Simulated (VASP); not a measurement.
# TePb (CsCl type) (Pm-3m) in VASP: notebook

The runs below take TePb (CsCl type) through single point, relaxation of cell and atoms, with PBE.

All numbers are computed with VASP 6.6.1; they aren't measurements. Logs are shortened: lines on timing, memory, paths and dates and some standing lists are left out, and cuts for length are marked.

## 1. The cell of the first run

It takes space group Pm-3m (No. 221, cubic). The conventional cell has a = 3.906 Å, b = 3.906 Å, c = 3.906 Å, α = 90.00°, β = 90.00°, γ = 90.00°. Pb (site symmetry m-3m) has 8 Te at 3.38 Å and 6 Pb at 3.91 Å within 4.4 Å. Within 4.4 Å of Te (site symmetry m-3m) lie 8 Pb at 3.38 Å and 6 Te at 3.91 Å.

## 2. Single point, PBE

INCAR reads:

```
SYSTEM = TePb
PREC     = Accurate       ! precision mode
ENCUT    = 520            ! plane-wave cutoff, eV
EDIFF    = 1E-6           ! SCF threshold, eV
ISMEAR   = -1             ! smearing method
SIGMA    = 0.08           ! smearing width, eV
LREAL    = .FALSE.        ! projectors in reciprocal space
LASPH    = .TRUE.         ! aspherical terms in the spheres
NELM     = 60             ! most SCF steps
ALGO     = Normal         ! electronic algorithm
ISIF     = 2              ! what is computed and relaxed
LWAVE    = .FALSE.        ! write WAVECAR
LCHARG   = .FALSE.        ! write CHGCAR
GGA      = PE             ! functional
NBANDS   = 17             ! bands
```

KPOINTS reads:

```
regular mesh
0
G
  11 11 11
  0 0 0
```

POSCAR reads:

```
TePb
1.0
    3.9058049135      0.0000000000      0.0000000000
    0.0000000000      3.9058049135      0.0000000000
    0.0000000000      0.0000000000      3.9058049135
Pb Te
1 1
Direct
    0.0000000000      0.0000000000      0.0000000000
    0.5000000000      0.5000000000      0.5000000000
```

Potentials or basis: VASP PAW PBE potentials, release 64 (Pb_d, Te).

Launch:

```sh
> cat potpaw_PBE.64/Pb_d/POTCAR potpaw_PBE.64/Te/POTCAR > POTCAR
> mpirun -np 1 vasp_std > vasp.out
```

OUTCAR:

```text
SYSTEM = TePb
   PREC = Accurate
   ENCUT = 520
   EDIFF = 1E-6
   ISMEAR = -1
   LREAL = .FALSE.
   LASPH = .TRUE.
   NELM = 60
   ISIF = 2
   GGA = PE

 ion  position               nearest neighbor table
   1  0.000  0.000  0.000-   2 3.38   2 3.38   2 3.38   2 3.38   2 3.38   2 3.38   2 3.38   2 3.38

   2  0.500  0.500  0.500-   1 3.38   1 3.38   1 3.38   1 3.38   1 3.38   1 3.38   1 3.38   1 3.38

  LATTYP: Found a simple cubic cell.
 ALAT       =     3.9058049135

  Lattice vectors:

 A1 = (   3.9058049135,   0.0000000000,   0.0000000000)
 A2 = (   0.0000000000,   3.9058049135,   0.0000000000)
 A3 = (   0.0000000000,   0.0000000000,   3.9058049135)

Analysis of symmetry for initial positions (statically):
=====================================================================
 Subroutine PRICEL returns:
 Original cell was already a primitive cell.

 Routine SETGRP: Setting up the symmetry group for a
 simple cubic supercell.

 Subroutine GETGRP returns: Found 48 space group operations
 (whereof 48 operations were pure point group operations)
 out of a pool of 48 trial point group operations.

The static configuration has the point symmetry O_h .

Analysis of symmetry for dynamics (positions and initial velocities):
=====================================================================
 Subroutine PRICEL returns:
 Original cell was already a primitive cell.

 Routine SETGRP: Setting up the symmetry group for a
 simple cubic supercell.

 Subroutine GETGRP returns: Found 48 space group operations
 (whereof 48 operations were pure point group operations)
 out of a pool of 48 trial point group operations.

The dynamic configuration has the point symmetry O_h .

 Subroutine INISYM returns: Found 48 space group operations
 (whereof 48 operations are pure point group operations),
 and found     1 'primitive' translations

----------------------------------------------------------------------------------------

                                     Primitive cell

  volume of cell :      59.5843

  direct lattice vectors                    reciprocal lattice vectors
     3.905804913  0.000000000  0.000000000     0.256029173  0.000000000  0.000000000
     0.000000000  3.905804913  0.000000000     0.000000000  0.256029173  0.000000000
     0.000000000  0.000000000  3.905804913     0.000000000  0.000000000  0.256029173

  length of vectors
     3.905804913  3.905804913  3.905804913     0.256029173  0.256029173  0.256029173
[... 79 lines left out ...]
   ENCUT  =  520.0 eV  38.22 Ry    6.18 a.u.   7.26  7.26  7.26*2*pi/ulx,y,z
   NELM   =     60;   NELMIN=  2; NELMDL= -5     # of ELM steps
   EDIFF  = 0.1E-05   stopping-criterion for ELM
   LREAL  =      F    real-space projection
   EDIFFG = 0.1E-04   stopping-criterion for IOM
   NSW    =      0    number of steps for IOM
   IBRION =     -1    ionic relax: 0-MD 1-quasi-New 2-CG
   NFREE  =      0    steps in history (QN), initial steepest desc. (CG)
   ISIF   =      2    stress and relaxation
   ISYM   =      2    0-nonsym 1-usesym 2-fastsym
   POTIM  = 0.5000    time-step for ionic-motion
   TEBEG  =    0.0;   TEEND  =   0.0 temperature during run
   PSTRESS=    0.0 pullay stress
   NELECT =      20.0000    total number of electrons
   NUPDOWN=      -1.0000    fix difference up-down
   EMIN   =  10.00;   EMAX   =-10.00  energy-range for DOS
   EFERMI =   0.00;   METHOD = LEGACY
   ISMEAR =    -1;   SIGMA  =   0.08  broadening in eV -4-tet -1-fermi 0-gaus
   EFERMI_NEDOS =   21; number of points for ismear=-14 and -15
   IALGO  =     38    algorithm
   IMIX   =      4    mixing-type and parameters
     AMIX     =   0.40;   BMIX     =  1.00
     AMIX_MAG =   1.60;   BMIX_MAG =  1.00
  volume/ion in A,a.u.               =      29.79       201.05
  Fermi-wavevector in a.u.,A,eV,Ry     =   1.137735  2.150007 17.611924  1.294440
  Thomas-Fermi vector in A             =   2.274439
   LORBIT       =      0    0 simple, 1 ext, 2 COOP (PROOUT), +10 PAW based schemes
   GGA     = PE    functional components
   LHFCALC =     F    Hartree Fock is set to
   AEXX    =    0.0000 exact exchange contribution
   IVDW    =     0    specifies the selected vdW correction
   LEPSILON=     F    determine dielectric tensor
   LRPA    =     F    only Hartree local field effects (RPA)
 non-spin polarized calculation
  energy-cutoff  :      520.00
  volume of cell :       59.58
 maximum number of plane-waves:      1618
 NGX is ok and might be reduce to    30
   NGX = 15   NGY = 15   NGZ = 15

 number of electron      19.9999993 magnetization

 Free energy of the ion-electron system (eV)
  ---------------------------------------------------
  ext. energy  EPLUGINS =         0.00000000
  ---------------------------------------------------
  free energy    TOTEN  =        -7.03666747 eV

  energy without entropy =       -7.00796814  energy(sigma->0) =       -7.02231781

 E-fermi :   7.1683     XC(G=0): -10.0248

 val. band max:        7.1350352787   @ k =   0.4545   0.1818   0.0000
 cond. band min:       7.2239552951   @ k =   0.4545   0.2727   0.2727
 fundamental gap:      0.0889200165
 Fermi energy:         7.1682590188

 k-point     1 :       0.0000    0.0000    0.0000
  band No.  band energies     occupation
      1      -9.8802      2.00000
      2      -9.8802      2.00000
      3      -9.7760      2.00000
      4      -9.7760      2.00000
      5      -9.7760      2.00000
      6      -5.4206      2.00000
[... 457 lines left out ...]
      4      -9.7983      2.00000
      5      -9.7797      2.00000
      6      -4.6509      2.00000
[... 9 lines left out ...]
     16      16.3482      0.00000
     17      16.3654      0.00000

 [... further k-points ...]

------------------------ aborting loop because EDIFF is reached ----------------------------------------

  FORCE on cell =-STRESS in cart. coord.  units (eV):
  Direction    XX          YY          ZZ          XY          YZ          ZX
  --------------------------------------------------------------------------------------
  -------------------------------------------------------------------------------------
  Total        1.1950586      1.1950586      1.1950586      0.0000000     -0.0000000      0.0000000
  in kB       32.1342481     32.1342481     32.1342481      0.0000000     -0.0000000      0.0000000
  external PRESSURE =      32.1342481 kB  Pullay stress =       0.0000000 kB

 VOLUME and BASIS-vectors are now :
 -----------------------------------------------------------------------------
  energy-cutoff  :      520.00
  volume of cell :       59.58
      direct lattice vectors                 reciprocal lattice vectors
     3.905804913  0.000000000  0.000000000     0.256029173  0.000000000  0.000000000
     0.000000000  3.905804913  0.000000000     0.000000000  0.256029173  0.000000000
     0.000000000  0.000000000  3.905804913     0.000000000  0.000000000  0.256029173

 POSITION                                       TOTAL-FORCE (eV/Angst)
 -----------------------------------------------------------------------------------
      0.00000      0.00000      0.00000         0.000000      0.000000      0.000000
      1.95290      1.95290      1.95290         0.000000      0.000000      0.000000
 -----------------------------------------------------------------------------------
    total drift:                                0.000000     -0.000000     -0.000000

  FREE ENERGIE OF THE ION-ELECTRON SYSTEM (eV)
  ---------------------------------------------------
  free  energy   TOTEN  =        -7.0366674724 eV

  energy  without entropy=       -7.0079681395  energy(sigma->0) =       -7.02231781
```

Run time: 47 s. Hardware: 1 thread of Intel Xeon Platinum 8259CL at 2.50GHz (Skylake/Cascade Lake), shared host; peak memory 0.2 GiB.

What came out:

```yaml
Free_energy: -7.0367 eV
Pressure: 3.2 GPa
Band_gap_on_the_k_mesh: zero (bands 10 and 11 overlap by 1.26 eV)
```

Levels at points of the mesh, in eV from the Fermi level:
```csv
k point,band 7,band 8,band 9,band 10,band 11,band 12,band 13,band 14
"(0.00, 0.00, 0.00)",-6.47,-1.67,-1.67,-1.67,3.98,3.98,5.81,5.81
```

Caveat: the cell stands under pressure; spin-orbit coupling is left out, which moves the levels of the heavy elements.

## 3. Single point, PBE

INCAR reads:

```
PREC     = Accurate       # precision mode
ENCUT    = 520            # plane-wave cutoff, eV
EDIFF    = 1E-6           # SCF threshold, eV
ISMEAR   = -1             # smearing method
SIGMA    = 0.08           # smearing width, eV
LREAL    = False          # projectors in reciprocal space
LASPH    = True           # aspherical terms in the spheres
NELM     = 100            # most SCF steps
ALGO     = Normal         # electronic algorithm
ISIF     = 2              # what is computed and relaxed
LWAVE    = False          # write WAVECAR
LCHARG   = False          # write CHGCAR
GGA      = PE             # functional
NBANDS   = 17             # bands
```

KPOINTS reads:

```
Automatic mesh
0
Gamma
  11 11 11
```

POSCAR is that of step 2.

Potentials or basis: VASP PAW PBE potentials, release 64 (Pb_d, Te).

Launch:

```sh
> cat potpaw_PBE.64/Pb_d/POTCAR potpaw_PBE.64/Te/POTCAR > POTCAR
> mpirun -np 1 vasp_std > vasp.out
```

OUTCAR:

```text
PREC = Accurate
   ENCUT = 520
   EDIFF = 1E-6
   ISMEAR = -1
   LREAL = False
   LASPH = True
   NELM = 100
   ISIF = 2
   GGA = PE

 ion  position               nearest neighbor table
   1  0.000  0.000  0.000-   2 3.38   2 3.38   2 3.38   2 3.38   2 3.38   2 3.38   2 3.38   2 3.38

   2  0.500  0.500  0.500-   1 3.38   1 3.38   1 3.38   1 3.38   1 3.38   1 3.38   1 3.38   1 3.38

  LATTYP: Found a simple cubic cell.
 ALAT       =     3.9058049135

  Lattice vectors:

 A1 = (   3.9058049135,   0.0000000000,   0.0000000000)
 A2 = (   0.0000000000,   3.9058049135,   0.0000000000)
 A3 = (   0.0000000000,   0.0000000000,   3.9058049135)

Analysis of symmetry for initial positions (statically):
=====================================================================
 Subroutine PRICEL returns:
 Original cell was already a primitive cell.

 Routine SETGRP: Setting up the symmetry group for a
 simple cubic supercell.

 Subroutine GETGRP returns: Found 48 space group operations
 (whereof 48 operations were pure point group operations)
 out of a pool of 48 trial point group operations.

The static configuration has the point symmetry O_h .

Analysis of symmetry for dynamics (positions and initial velocities):
=====================================================================
 Subroutine PRICEL returns:
 Original cell was already a primitive cell.

 Routine SETGRP: Setting up the symmetry group for a
 simple cubic supercell.

 Subroutine GETGRP returns: Found 48 space group operations
 (whereof 48 operations were pure point group operations)
 out of a pool of 48 trial point group operations.

The dynamic configuration has the point symmetry O_h .

 Subroutine INISYM returns: Found 48 space group operations
 (whereof 48 operations are pure point group operations),
 and found     1 'primitive' translations

----------------------------------------------------------------------------------------

                                     Primitive cell

  volume of cell :      59.5843

  direct lattice vectors                    reciprocal lattice vectors
     3.905804913  0.000000000  0.000000000     0.256029173  0.000000000  0.000000000
     0.000000000  3.905804913  0.000000000     0.000000000  0.256029173  0.000000000
     0.000000000  0.000000000  3.905804913     0.000000000  0.000000000  0.256029173

  length of vectors
     3.905804913  3.905804913  3.905804913     0.256029173  0.256029173  0.256029173

  position of ions in fractional coordinates (direct lattice)
     0.000000000  0.000000000  0.000000000
     0.500000000  0.500000000  0.500000000

  ion indices of the primitive-cell ions
   primitive index   ion index
                 1           1
                 2           2

----------------------------------------------------------------------------------------

 KPOINTS: Automatic mesh

Automatic generation of k-mesh.
 Grid dimensions read from file:
 generate k-points for:   11   11   11

 Generating k-lattice:

  Cartesian coordinates                     Fractional coordinates (reciprocal lattice)
     0.023275379  0.000000000  0.000000000     0.090909091  0.000000000  0.000000000
     0.000000000  0.023275379  0.000000000     0.000000000  0.090909091  0.000000000
     0.000000000  0.000000000  0.023275379     0.000000000  0.000000000  0.090909091

  Length of vectors
     0.023275379  0.023275379  0.023275379

  Shift w.r.t. Gamma in fractional coordinates (k-lattice)
     0.000000000  0.000000000  0.000000000

 Subroutine IBZKPT returns following result:
 ===========================================

 Found     56 irreducible k-points:

 Following reciprocal coordinates:
            Coordinates               Weight
  0.000000  0.000000  0.000000      1.000000
  0.090909  0.000000  0.000000      6.000000
  0.181818  0.000000  0.000000      6.000000
  0.272727  0.000000  0.000000      6.000000
  0.363636  0.000000  0.000000      6.000000
  0.454545  0.000000  0.000000      6.000000
[... 16 lines left out ...]
  0.181818  0.090909  0.090909     24.000000
  0.272727  0.090909  0.090909     24.000000
 [... further k-points ...]
   k-points           NKPTS =     56   k-points in BZ     NKDIM =     56   number of bands    NBANDS=     17
   number of dos      NEDOS =    301   number of ions     NIONS =      2
   total plane-waves  NPLWV =  27000
   dimension x,y,z NGX =    30 NGY =   30 NGZ =   30
   dimension x,y,z NGXF=    60 NGYF=   60 NGZF=   60
   ions per type =               1   1
   NGX,Y,Z   is equivalent  to a cutoff of  12.77, 12.77, 12.77 a.u.
   NGXF,Y,Z  is equivalent  to a cutoff of  25.54, 25.54, 25.54 a.u.
 SYSTEM =  unknown system
   PREC   = accura    normal or accurate (medium, high low for compatibility)
   ISTART =      0    job   : 0-new  1-cont  2-samecut
   ICHARG =      2    charge: 1-file 2-atom 10-const
   ISPIN  =      1    spin polarized calculation?
   LNONCOLLINEAR =      F non collinear calculations
   LSORBIT =      F    spin-orbit coupling
   LASPH  =      T    aspherical Exc in radial PAW
   ENCUT  =  520.0 eV  38.22 Ry    6.18 a.u.   7.26  7.26  7.26*2*pi/ulx,y,z
   NELM   =    100;   NELMIN=  2; NELMDL= -5     # of ELM steps
   EDIFF  = 0.1E-05   stopping-criterion for ELM
   LREAL  =      F    real-space projection
   EDIFFG = 0.1E-04   stopping-criterion for IOM
   NSW    =      0    number of steps for IOM
   IBRION =     -1    ionic relax: 0-MD 1-quasi-New 2-CG
   NFREE  =      0    steps in history (QN), initial steepest desc. (CG)
   ISIF   =      2    stress and relaxation
   ISYM   =      2    0-nonsym 1-usesym 2-fastsym
   POTIM  = 0.5000    time-step for ionic-motion
   TEBEG  =    0.0;   TEEND  =   0.0 temperature during run
   PSTRESS=    0.0 pullay stress
   NELECT =      20.0000    total number of electrons
   NUPDOWN=      -1.0000    fix difference up-down
   EMIN   =  10.00;   EMAX   =-10.00  energy-range for DOS
   EFERMI =   0.00;   METHOD = LEGACY
   ISMEAR =    -1;   SIGMA  =   0.08  broadening in eV -4-tet -1-fermi 0-gaus
   EFERMI_NEDOS =   21; number of points for ismear=-14 and -15
   IALGO  =     38    algorithm
   IMIX   =      4    mixing-type and parameters
     AMIX     =   0.40;   BMIX     =  1.00
     AMIX_MAG =   1.60;   BMIX_MAG =  1.00
  volume/ion in A,a.u.               =      29.79       201.05
  Fermi-wavevector in a.u.,A,eV,Ry     =   1.137735  2.150007 17.611924  1.294440
  Thomas-Fermi vector in A             =   2.274439
   LORBIT       =      0    0 simple, 1 ext, 2 COOP (PROOUT), +10 PAW based schemes
   GGA     = PE    functional components
   LHFCALC =     F    Hartree Fock is set to
   AEXX    =    0.0000 exact exchange contribution
   IVDW    =     0    specifies the selected vdW correction
   LEPSILON=     F    determine dielectric tensor
   LRPA    =     F    only Hartree local field effects (RPA)
 non-spin polarized calculation
  energy-cutoff  :      520.00
  volume of cell :       59.58
 maximum number of plane-waves:      1618
 NGX is ok and might be reduce to    30
   NGX = 15   NGY = 15   NGZ = 15

 number of electron      19.9999993 magnetization

 Free energy of the ion-electron system (eV)
  ---------------------------------------------------
  ext. energy  EPLUGINS =         0.00000000
  ---------------------------------------------------
  free energy    TOTEN  =        -7.03666747 eV

  energy without entropy =       -7.00796814  energy(sigma->0) =       -7.02231781

 E-fermi :   7.1683     XC(G=0): -10.0248

 val. band max:        7.1350352787   @ k =   0.4545   0.1818   0.0000
 cond. band min:       7.2239552951   @ k =   0.4545   0.2727   0.2727
 fundamental gap:      0.0889200165
 Fermi energy:         7.1682590188

 k-point     1 :       0.0000    0.0000    0.0000
  band No.  band energies     occupation
      1      -9.8802      2.00000
      2      -9.8802      2.00000
      3      -9.7760      2.00000
      4      -9.7760      2.00000
      5      -9.7760      2.00000
      6      -5.4206      2.00000
[... 9 lines left out ...]
     16      18.1668      0.00000
     17      18.5747      0.00000
[... 441 lines left out ...]
 k-point    24 :       0.2727    0.0909    0.0909
  band No.  band energies     occupation
      1      -9.8666      2.00000
      2      -9.8249      2.00000
      3      -9.8007      2.00000
      4      -9.7983      2.00000
      5      -9.7797      2.00000
      6      -4.6509      2.00000
[... 9 lines left out ...]
     16      16.3482      0.00000
     17      16.3654      0.00000

 [... further k-points ...]

------------------------ aborting loop because EDIFF is reached ----------------------------------------

  FORCE on cell =-STRESS in cart. coord.  units (eV):
  Direction    XX          YY          ZZ          XY          YZ          ZX
  --------------------------------------------------------------------------------------
  -------------------------------------------------------------------------------------
  Total        1.1950586      1.1950586      1.1950586      0.0000000     -0.0000000      0.0000000
  in kB       32.1342481     32.1342481     32.1342481      0.0000000     -0.0000000      0.0000000
  external PRESSURE =      32.1342481 kB  Pullay stress =       0.0000000 kB

 VOLUME and BASIS-vectors are now :
 -----------------------------------------------------------------------------
  energy-cutoff  :      520.00
  volume of cell :       59.58
      direct lattice vectors                 reciprocal lattice vectors
     3.905804913  0.000000000  0.000000000     0.256029173  0.000000000  0.000000000
     0.000000000  3.905804913  0.000000000     0.000000000  0.256029173  0.000000000
     0.000000000  0.000000000  3.905804913     0.000000000  0.000000000  0.256029173

 POSITION                                       TOTAL-FORCE (eV/Angst)
 -----------------------------------------------------------------------------------
      0.00000      0.00000      0.00000         0.000000      0.000000      0.000000
      1.95290      1.95290      1.95290         0.000000      0.000000      0.000000
 -----------------------------------------------------------------------------------
    total drift:                                0.000000     -0.000000     -0.000000

  FREE ENERGIE OF THE ION-ELECTRON SYSTEM (eV)
  ---------------------------------------------------
  free  energy   TOTEN  =        -7.0366674724 eV

  energy  without entropy=       -7.0079681395  energy(sigma->0) =       -7.02231781
```

Run time: 41 s. Hardware: 1 thread of Intel Xeon Platinum 8259CL at 2.50GHz (Skylake/Cascade Lake), shared host; peak memory 0.2 GiB.

What came out:

- Free energy: -7.0367 eV
- Pressure: 3.2 GPa
- Band gap on the k mesh: zero (bands 10 and 11 overlap by 1.26 eV)

Caveat: the cell stands under pressure; spin-orbit coupling is left out, which moves the levels of the heavy elements.

[end of part 1 of 2]
